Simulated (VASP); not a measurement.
# Mo (Fm-3m) in VASP: notebook

The runs below take Mo through single point, relaxation of cell and atoms, with LDA.

Program: VASP 6.6.1. These are calculated values, not measurements. Logs are shortened: lines on timing, memory, paths and dates and some standing lists are left out, and cuts for length are marked.

## Step 1: The cell of the first run

It takes space group Fm-3m (No. 225, cubic). The conventional cell has a = 3.867 Å, b = 3.867 Å, c = 3.867 Å, α = 90.00°, β = 90.00°, γ = 90.00°. Mo (site symmetry m-3m) has 12 Mo at 2.73 Å within 3.6 Å.

This isn't the form of Mo at room conditions, which is bcc.

## Step 2: Single point, LDA

Input file INCAR:

```
PREC = Accurate
ENCUT = 500
EDIFF = 1E-6
ISMEAR = 1
SIGMA = 0.1
LREAL = F
LASPH = T
NELM = 120
ALGO = Normal
ISIF = 2
LWAVE = F
LCHARG = F
GGA = CA
NBANDS = 13
GGA_COMPAT = F
```

Input file KPOINTS:

```
regular mesh
0
Gamma
  10 10 10
```

Input file POSCAR:

```
Mo
1.0
    0.0000000000      1.9337262707      1.9337262707
    1.9337262707      0.0000000000      1.9337262707
    1.9337262707      1.9337262707      0.0000000000
Mo
1
Direct
    0.0000000000      0.0000000000      0.0000000000
```

Potentials or basis: VASP PAW LDA potentials, release 64 (Mo_sv).

The run is started by

```
> cat potpaw_LDA.64/Mo_sv/POTCAR > POTCAR
> mpirun -np 1 vasp_std > vasp.out
```

OUTCAR:

```text
PREC = Accurate
   ENCUT = 500
   EDIFF = 1E-6
   ISMEAR = 1
   LREAL = F
   LASPH = T
   NELM = 120
   ISIF = 2
   GGA = CA

 ion  position               nearest neighbor table
   1  0.000  0.000  0.000-

  LATTYP: Found a face centered cubic cell.
 ALAT       =     3.8674525414

  Lattice vectors:

 A1 = (   0.0000000000,   1.9337262707,   1.9337262707)
 A2 = (   1.9337262707,   0.0000000000,   1.9337262707)
 A3 = (   1.9337262707,   1.9337262707,   0.0000000000)

Analysis of symmetry for initial positions (statically):
=====================================================================
 Subroutine PRICEL returns:
 Original cell was already a primitive cell.

 Routine SETGRP: Setting up the symmetry group for a
 face centered cubic supercell.

 Subroutine GETGRP returns: Found 48 space group operations
 (whereof 48 operations were pure point group operations)
 out of a pool of 48 trial point group operations.

The static configuration has the point symmetry O_h .

Analysis of symmetry for dynamics (positions and initial velocities):
=====================================================================
 Subroutine PRICEL returns:
 Original cell was already a primitive cell.

 Routine SETGRP: Setting up the symmetry group for a
 face centered cubic supercell.

 Subroutine GETGRP returns: Found 48 space group operations
 (whereof 48 operations were pure point group operations)
 out of a pool of 48 trial point group operations.

The dynamic configuration has the point symmetry O_h .

 Subroutine INISYM returns: Found 48 space group operations
 (whereof 48 operations are pure point group operations),
 and found     1 'primitive' translations

----------------------------------------------------------------------------------------

                                     Primitive cell

  volume of cell :      14.4616

  direct lattice vectors                    reciprocal lattice vectors
     0.000000000  1.933726271  1.933726271    -0.258568137  0.258568137  0.258568137
     1.933726271  0.000000000  1.933726271     0.258568137 -0.258568137  0.258568137
     1.933726271  1.933726271  0.000000000     0.258568137  0.258568137 -0.258568137

  length of vectors
     2.734701918  2.734701918  2.734701918     0.447853151  0.447853151  0.447853151

  position of ions in fractional coordinates (direct lattice)
     0.000000000  0.000000000  0.000000000

  ion indices of the primitive-cell ions
   primitive index   ion index
                 1           1

[... 80 lines left out ...]
   TEBEG  =    0.0;   TEEND  =   0.0 temperature during run
   PSTRESS=    0.0 pullay stress
   NELECT =      14.0000    total number of electrons
   NUPDOWN=      -1.0000    fix difference up-down
   EMIN   =  10.00;   EMAX   =-10.00  energy-range for DOS
   EFERMI =   0.00;   METHOD = LEGACY
   ISMEAR =     1;   SIGMA  =   0.10  broadening in eV -4-tet -1-fermi 0-gaus
   EFERMI_NEDOS =   21; number of points for ismear=-14 and -15
   IALGO  =     38    algorithm
   IMIX   =      4    mixing-type and parameters
     AMIX     =   0.40;   BMIX     =  1.00
     AMIX_MAG =   1.60;   BMIX_MAG =  1.00
  volume/ion in A,a.u.               =      14.46        97.59
  Fermi-wavevector in a.u.,A,eV,Ry     =   1.619493  3.060399 35.684800  2.622759
  Thomas-Fermi vector in A             =   2.713585
   LORBIT       =      0    0 simple, 1 ext, 2 COOP (PROOUT), +10 PAW based schemes
   GGA     = CA    functional components
   LHFCALC =     F    Hartree Fock is set to
   AEXX    =    0.0000 exact exchange contribution
   IVDW    =     0    specifies the selected vdW correction
   LEPSILON=     F    determine dielectric tensor
   LRPA    =     F    only Hartree local field effects (RPA)
 non-spin polarized calculation
 Methfessel and Paxton  Order N= 1 SIGMA  =   0.10
  energy-cutoff  :      500.00
  volume of cell :       14.46
 maximum number of plane-waves:       377
   NGX =  9   NGY =  9   NGZ =  9

 number of electron      14.0000003 magnetization

 Free energy of the ion-electron system (eV)
  ---------------------------------------------------
  ext. energy  EPLUGINS =         0.00000000
  ---------------------------------------------------
  free energy    TOTEN  =       -11.66649853 eV

  energy without entropy =      -11.66828667  energy(sigma->0) =      -11.66709458

 E-fermi :  13.3867     XC(G=0): -14.0237

 val. band max:       13.2989052214   @ k =  -0.4000   0.2000   0.1000
 cond. band min:      13.4599766015   @ k =  -0.4000   0.2000   0.0000
 fundamental gap:      0.1610713801
 Fermi energy:        13.3867127051

 k-point     1 :       0.0000    0.0000    0.0000
  band No.  band energies     occupation
      1     -47.0364      2.00000
      2     -20.2912      2.00000
      3     -20.2912      2.00000
      4     -20.2912      2.00000
      5       6.3092      2.00000
      6      12.4219      2.00000
      7      12.4219      2.00000
      8      12.4219      2.00000
      9      15.5092      0.00000
     10      15.5092      0.00000
     11      26.4424      0.00000
     12      32.1473      0.00000
     13      32.1473      0.00000
[... 354 lines left out ...]
  band No.  band energies     occupation
      1     -46.6663      2.00000
      2     -21.6823      2.00000
      3     -20.8528      2.00000
      4     -20.7909      2.00000
      5       8.6237      2.00000
      6       9.2267      2.00000
      7      14.1105     -0.00000
      8      15.8012      0.00000
      9      17.7781      0.00000
     10      17.7916      0.00000
     11      28.7608      0.00000
     12      30.2047      0.00000
     13      31.3223      0.00000

 [... further k-points ...]

------------------------ aborting loop because EDIFF is reached ----------------------------------------

  FORCE on cell =-STRESS in cart. coord.  units (eV):
  Direction    XX          YY          ZZ          XY          YZ          ZX
  --------------------------------------------------------------------------------------
  -------------------------------------------------------------------------------------
  Total        1.5022063      1.5022063      1.5022063      0.0000000     -0.0000000      0.0000000
  in kB      166.4275293    166.4275293    166.4275293      0.0000000     -0.0000000      0.0000000
  external PRESSURE =     166.4275293 kB  Pullay stress =       0.0000000 kB

 VOLUME and BASIS-vectors are now :
 -----------------------------------------------------------------------------
  energy-cutoff  :      500.00
  volume of cell :       14.46
      direct lattice vectors                 reciprocal lattice vectors
     0.000000000  1.933726271  1.933726271    -0.258568137  0.258568137  0.258568137
     1.933726271  0.000000000  1.933726271     0.258568137 -0.258568137  0.258568137
     1.933726271  1.933726271  0.000000000     0.258568137  0.258568137 -0.258568137

 POSITION                                       TOTAL-FORCE (eV/Angst)
 -----------------------------------------------------------------------------------
      0.00000      0.00000      0.00000         0.000000      0.000000      0.000000
 -----------------------------------------------------------------------------------
    total drift:                                0.000000      0.000000      0.000000

  FREE ENERGIE OF THE ION-ELECTRON SYSTEM (eV)
  ---------------------------------------------------
  free  energy   TOTEN  =       -11.6664985324 eV

  energy  without entropy=      -11.6682866714  energy(sigma->0) =      -11.66709458
```

Run time: 4.3 s. Hardware: 1 thread of Intel Xeon Platinum 8559C (Emerald Rapids), shared host; peak memory 0.12 GiB.

Results:

| Quantity | Value |
| --- | --- |
| Free energy | -11.6665 eV |
| Pressure | 16.6 GPa |
| Band gap on the k mesh | zero (bands 7 and 8 overlap by 5.47 eV) |

Levels at points of the mesh, in eV from the Fermi level:
```
           k point  band 3  band 4  band 5  band 6  band 7  band 8  band 9  band 10  band 11  band 12
(0.00, 0.00, 0.00)  -33.68  -33.68   -7.08   -0.96   -0.96   -0.96    2.12     2.12    13.06    18.76
(0.50, 0.00, 0.00)  -33.91  -33.91   -5.21   -1.21   -1.21    1.94    4.56     4.56    12.62    12.81
(0.50, 0.50, 0.00)  -34.32  -34.32   -5.78   -5.03    4.50    4.67    5.28     5.28    13.23    13.23
```

Caveat: the cell stands under pressure.

(Continued in part 2 of 3.)
